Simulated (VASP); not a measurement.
# SnPt2 (Immm) in VASP: single point with PBE

Aim: the single point of SnPt2 with PBE.

Program: VASP 6.6.1. These are calculated values, not measurements. Logs are shortened: lines on timing, memory, paths and dates and some standing lists are left out, and cuts for length are marked.

### Step 1. The cell of the first run

Symmetry: Immm, No. 71, orthorhombic system. The conventional cell has a = 2.943 Å, b = 4.193 Å, c = 8.823 Å, α = 90.00°, β = 90.00°, γ = 90.00°. Within 3.8 Å of Sn (site symmetry mmm) lie 10 Pt at 2.87 to 3.11 Å and 2 Sn at 2.94 Å. Pt (site symmetry mm2) has 7 Pt at 2.59 to 3.14 Å and 5 Sn at 2.87 to 3.11 Å within 3.4 Å.

### Step 2. Single point, PBE

POSCAR

```
SnPt2
1.0
    0.0000000000      0.0000000000      4.1929860000
    2.9431230000      0.0000000000      0.0000000000
    1.4715610000      4.4114710000     -2.0964930000
Sn Pt
1 2
Direct
    0.0000000000      0.0000000000      0.0000000000
    0.3530000000      0.6470000000      0.7060000000
    0.6470000000      0.3530000000      0.2940000000
```

INCAR.step1

```
SYSTEM = SnPt2
PREC = Accurate
ENCUT = 520
EDIFF = 1E-6
ISMEAR = -1
SIGMA = 0.1
LREAL = .FALSE.
LASPH = .TRUE.
NELM = 60
ALGO = Normal
ISIF = 2
LWAVE = .FALSE.
LCHARG = .TRUE.
LMAXMIX = 4
GGA = PE
NBANDS = 24
```

KPOINTS.step1

```
regular mesh
0
G
  10 10 10
  0 0 0
```

INCAR.step2

```
SYSTEM = SnPt2
PREC = Accurate
ENCUT = 520
EDIFF = 1E-6
ISMEAR = -5
SIGMA = 0.1
LREAL = .FALSE.
LASPH = .TRUE.
NELM = 60
ALGO = Normal
ISIF = 2
LWAVE = .FALSE.
LCHARG = .FALSE.
LMAXMIX = 4
GGA = PE
LORBIT = 11
NBANDS = 24
NEDOS = 2001
ICHARG = 11
```

KPOINTS.step2

```
regular mesh
0
G
  15 15 15
  0 0 0
```

Potentials or basis: VASP PAW PBE potentials, release 64 (Sn_d, Pt).

On the command line:

```
$ cat potpaw_PBE.64/Sn_d/POTCAR potpaw_PBE.64/Pt/POTCAR > POTCAR
$ cp INCAR.step1 INCAR
$ cp KPOINTS.step1 KPOINTS
$ mpirun -np 1 vasp_std > vasp.out
$ cp INCAR.step2 INCAR
$ cp KPOINTS.step2 KPOINTS
$ mpirun -np 1 vasp_std > vasp.out
```

OUTCAR:

```text
SYSTEM = SnPt2
   PREC = Accurate
   ENCUT = 520
   EDIFF = 1E-6
   ISMEAR = -5
   LREAL = .FALSE.
   LASPH = .TRUE.
   NELM = 60
   ISIF = 2
   GGA = PE
   LORBIT = 11
   ICHARG = 11

 ion  position               nearest neighbor table
   1  0.000  0.000  0.000-   3 2.87   2 2.87   3 2.87   2 2.87   2 2.87   3 2.87   2 2.87   3 2.87
                             3 3.11   2 3.11
   2  0.353  0.647  0.706-   3 2.59   1 2.87   1 2.87   1 2.87   1 2.87   1 3.11   3 3.14   3 3.14
                             3 3.14   3 3.14
   3  0.647  0.353  0.294-   2 2.59   1 2.87   1 2.87   1 2.87   1 2.87   1 3.11   2 3.14   2 3.14
                             2 3.14   2 3.14

  LATTYP: Found a body centered orthorhombic cell.
 ALAT       =     2.9431230000
 B/A-ratio  =     1.4246723633
 C/A-ratio  =     2.9978162652

  Lattice vectors:

 A1 = (  -1.4715610000,  -4.4114710000,   2.0964930000)
 A2 = (   1.4715620000,  -4.4114710000,  -2.0964930000)
 A3 = (   1.4715610000,   4.4114710000,   2.0964930000)

Analysis of symmetry for initial positions (statically):
=====================================================================
 Subroutine PRICEL returns:
 Original cell was already a primitive cell.

 Routine SETGRP: Setting up the symmetry group for a
 body centered orthorhombic supercell.

 Subroutine GETGRP returns: Found  8 space group operations
 (whereof  8 operations were pure point group operations)
 out of a pool of  8 trial point group operations.

The static configuration has the point symmetry D_2h.

Analysis of symmetry for dynamics (positions and initial velocities):
=====================================================================
 Subroutine PRICEL returns:
 Original cell was already a primitive cell.

 Routine SETGRP: Setting up the symmetry group for a
 body centered orthorhombic supercell.

 Subroutine GETGRP returns: Found  8 space group operations
 (whereof  8 operations were pure point group operations)
 out of a pool of  8 trial point group operations.

The dynamic configuration has the point symmetry D_2h.

 Subroutine INISYM returns: Found  8 space group operations
 (whereof  8 operations are pure point group operations),
 and found     1 'primitive' translations

----------------------------------------------------------------------------------------

                                     Primitive cell

  volume of cell :      54.4396

  direct lattice vectors                    reciprocal lattice vectors
     0.000000000  0.000000000  4.192986000     0.000000000  0.113340879  0.238493522
     2.943123000  0.000000000  0.000000000     0.339775130 -0.113340840  0.000000000
     1.471561000  4.411471000 -2.096493000     0.000000000  0.226681758  0.000000000

  length of vectors
     4.192986000  2.943123000  5.101161736     0.264055515  0.358180520  0.226681758

  position of ions in fractional coordinates (direct lattice)
     0.000000000  0.000000000  0.000000000
     0.353000000  0.647000000  0.706000000
     0.647000000  0.353000000  0.294000000

  ion indices of the primitive-cell ions
   primitive index   ion index
                 1           1
                 2           2
                 3           3

----------------------------------------------------------------------------------------

 KPOINTS: regular mesh

Automatic generation of k-mesh.
 Grid dimensions read from file:
 generate k-points for:   15   15   15

 Generating k-lattice:

  Cartesian coordinates                     Fractional coordinates (reciprocal lattice)
     0.000000000  0.007556059  0.015899568     0.066666667  0.000000000  0.000000000
     0.022651675 -0.007556056  0.000000000     0.000000000  0.066666667  0.000000000
     0.000000000  0.015112117  0.000000000     0.000000000  0.000000000  0.066666667

  Length of vectors
     0.017603701  0.023878701  0.015112117

  Shift w.r.t. Gamma in fractional coordinates (k-lattice)
     0.000000000  0.000000000  0.000000000

 TETIRR: Found   8492 inequivalent tetrahedra from    20250

 Subroutine IBZKPT returns following result:
 ===========================================

 Found    512 irreducible k-points:

 Following reciprocal coordinates:
            Coordinates               Weight
  0.000000  0.000000  0.000000      1.000000
  0.066667  0.000000  0.000000      4.000000
  0.133333  0.000000  0.000000      4.000000
  0.200000  0.000000 -0.000000      4.000000
  0.266667  0.000000  0.000000      4.000000
  0.333333  0.000000 -0.000000      4.000000
[... 16 lines left out ...]
 -0.066667  0.066667  0.000000      8.000000
  0.000000  0.133333  0.000000      4.000000
 [... further k-points ...]
   k-points           NKPTS =    512   k-points in BZ     NKDIM =    512   number of bands    NBANDS=     24
   number of dos      NEDOS =   2001   number of ions     NIONS =      3
   total plane-waves  NPLWV =  30720
   dimension x,y,z NGX =    32 NGY =   24 NGZ =   40
   dimension x,y,z NGXF=    64 NGYF=   48 NGZF=   80
   ions per type =               1   2
   NGX,Y,Z   is equivalent  to a cutoff of  12.69, 13.56, 13.04 a.u.
   NGXF,Y,Z  is equivalent  to a cutoff of  25.38, 27.11, 26.07 a.u.
 SYSTEM =  SnPt2
   PREC   = accura    normal or accurate (medium, high low for compatibility)
   ISTART =      0    job   : 0-new  1-cont  2-samecut
   ICHARG =     11    charge: 1-file 2-atom 10-const
   ISPIN  =      1    spin polarized calculation?
   LNONCOLLINEAR =      F non collinear calculations
   LSORBIT =      F    spin-orbit coupling
   LASPH  =      T    aspherical Exc in radial PAW
   ENCUT  =  520.0 eV  38.22 Ry    6.18 a.u.   7.80  5.47  9.48*2*pi/ulx,y,z
   NELM   =     60;   NELMIN=  2; NELMDL=  0     # of ELM steps
   EDIFF  = 0.1E-05   stopping-criterion for ELM
   LREAL  =      F    real-space projection
   EDIFFG = 0.1E-04   stopping-criterion for IOM
   NSW    =      0    number of steps for IOM
   IBRION =     -1    ionic relax: 0-MD 1-quasi-New 2-CG
   NFREE  =      0    steps in history (QN), initial steepest desc. (CG)
   ISIF   =      2    stress and relaxation
   ISYM   =      2    0-nonsym 1-usesym 2-fastsym
   POTIM  = 0.5000    time-step for ionic-motion
   TEBEG  =    0.0;   TEEND  =   0.0 temperature during run
   PSTRESS=    0.0 pullay stress
   NELECT =      34.0000    total number of electrons
   NUPDOWN=      -1.0000    fix difference up-down
   EMIN   =  10.00;   EMAX   =-10.00  energy-range for DOS
   EFERMI =   0.00;   METHOD = LEGACY
   ISMEAR =    -5;   SIGMA  =   0.10  broadening in eV -4-tet -1-fermi 0-gaus
   EFERMI_NEDOS =   21; number of points for ismear=-14 and -15
   IALGO  =     38    algorithm
   IMIX   =      4    mixing-type and parameters
     AMIX     =   0.40;   BMIX     =  1.00
     AMIX_MAG =   1.60;   BMIX_MAG =  1.00
  volume/ion in A,a.u.               =      18.15       122.46
  Fermi-wavevector in a.u.,A,eV,Ry     =   1.399360  2.644407 26.643034  1.958208
  Thomas-Fermi vector in A             =   2.522427
   LORBIT       =     11    0 simple, 1 ext, 2 COOP (PROOUT), +10 PAW based schemes
   GGA     = PE    functional components
   LHFCALC =     F    Hartree Fock is set to
   AEXX    =    0.0000 exact exchange contribution
   IVDW    =     0    specifies the selected vdW correction
   LEPSILON=     F    determine dielectric tensor
   LRPA    =     F    only Hartree local field effects (RPA)
 non-spin polarized calculation
 Fermi weights with tetrahedron method with Bloechl corrections
  energy-cutoff  :      520.00
  volume of cell :       54.44
 maximum number of plane-waves:      1511

 number of electron      33.9999997 magnetization

 Free energy of the ion-electron system (eV)
  ---------------------------------------------------
  ext. energy  EPLUGINS =         0.00000000
  ---------------------------------------------------
  free energy    TOTEN  =       -16.26146911 eV

  energy without entropy =      -16.26146911  energy(sigma->0) =      -16.26146911

 E-fermi :  10.2773     XC(G=0): -12.3567

 val. band max:       10.2767142289   @ k =   0.2000   0.0667  -0.0000
 cond. band min:      10.2428238605   @ k =   0.3333  -0.4000   0.1333
 fundamental gap:     -0.0338903684
 Fermi energy:        10.2773325589

 k-point     1 :       0.0000    0.0000    0.0000
  band No.  band energies     occupation
      1     -11.8639      2.00000
      2     -11.4926      2.00000
      3     -11.4917      2.00000
      4     -11.4809      2.00000
      5     -11.4698      2.00000
      6      -1.1524      2.00000
[... 16 lines left out ...]
     23      18.5983      0.00000
     24      22.1841      0.00000

 k-point     2 :       0.0667    0.0000    0.0000
  band No.  band energies     occupation
      1     -11.8637      2.00000
      2     -11.4933      2.00000
      3     -11.4911      2.00000
      4     -11.4808      2.00000
      5     -11.4699      2.00000
      6      -1.1028      2.00000
[... 16 lines left out ...]
     23      18.6046      0.00000
     24      22.1241      0.00000

 k-point     3 :       0.1333    0.0000    0.0000
  band No.  band energies     occupation
      1     -11.8631      2.00000
      2     -11.4952      2.00000
      3     -11.4895      2.00000
      4     -11.4807      2.00000
      5     -11.4703      2.00000
      6      -0.9563      2.00000
[... 16 lines left out ...]
     23      18.6371      0.00000
     24      21.9947      0.00000
[... 514 lines left out ...]
 k-point    23 :      -0.0667    0.0667    0.0000
  band No.  band energies     occupation
      1     -11.8430      2.00000
      2     -11.4928      2.00000
      3     -11.4905      2.00000
      4     -11.4892      2.00000
      5     -11.4781      2.00000
      6      -0.9928      2.00000
[... 16 lines left out ...]
     23      17.7317      0.00000
     24      22.2335      0.00000

 k-point    24 :       0.0000    0.1333    0.0000
  band No.  band energies     occupation
      1     -11.7846      2.00000
      2     -11.5130      2.00000
      3     -11.5012      2.00000
      4     -11.4909      2.00000
      5     -11.4886      2.00000
      6      -0.7772      2.00000
[... 16 lines left out ...]
     23      16.5040      0.00000
     24      20.8205      0.00000

 [... further k-points ...]
[... 5 lines left out ...]
  --------------------------------------------------------------------------------------
  -------------------------------------------------------------------------------------
  Total       -0.4568297      1.7642049     -3.0314619     -0.0000002      0.0000000      0.0000000
  in kB      -13.4446559     51.9211550    -89.2169641     -0.0000059      0.0000000      0.0000000
  external PRESSURE =     -16.9134883 kB  Pullay stress =       0.0000000 kB

 VOLUME and BASIS-vectors are now :
 -----------------------------------------------------------------------------
  energy-cutoff  :      520.00
  volume of cell :       54.44
      direct lattice vectors                 reciprocal lattice vectors
     0.000000000  0.000000000  4.192986000     0.000000000  0.113340879  0.238493522
     2.943123000  0.000000000  0.000000000     0.339775130 -0.113340840  0.000000000
     1.471561000  4.411471000 -2.096493000     0.000000000  0.226681758  0.000000000

 POSITION                                       TOTAL-FORCE (eV/Angst)
 -----------------------------------------------------------------------------------
      0.00000      0.00000      0.00000         0.000000      0.000000      0.000000
      2.94312      3.11450      0.00000         0.000000     -2.272181     -0.000000
      1.47156      1.29697      2.09649        -0.000000      2.272181     -0.000000
 -----------------------------------------------------------------------------------
    total drift:                               -0.000000      0.000000      0.000000

  FREE ENERGIE OF THE ION-ELECTRON SYSTEM (eV)
  ---------------------------------------------------
  free  energy   TOTEN  =       -16.2614691145 eV

  energy  without entropy=      -16.2614691145  energy(sigma->0) =      -16.26146911

 total charge

# of ion       s       p       d       tot
------------------------------------------
    1        1.074   1.080  10.094  12.248
    2        0.583   0.442   8.180   9.205
    3        0.583   0.442   8.180   9.205
--------------------------------------------------
tot          2.239   1.965  26.453  30.657
```

It took 3.1 min on 1 thread of Intel Xeon 6975P-C (Granite Rapids), shared host; peak memory 0.7 GiB.

Results:

* Valence electrons inside the program's atomic spheres: Sn 12.25; Pt 9.21

Caveat: spin-orbit coupling is left out, which moves the levels of the heavy elements; tetrahedron occupations give inexact forces and stress in metals.
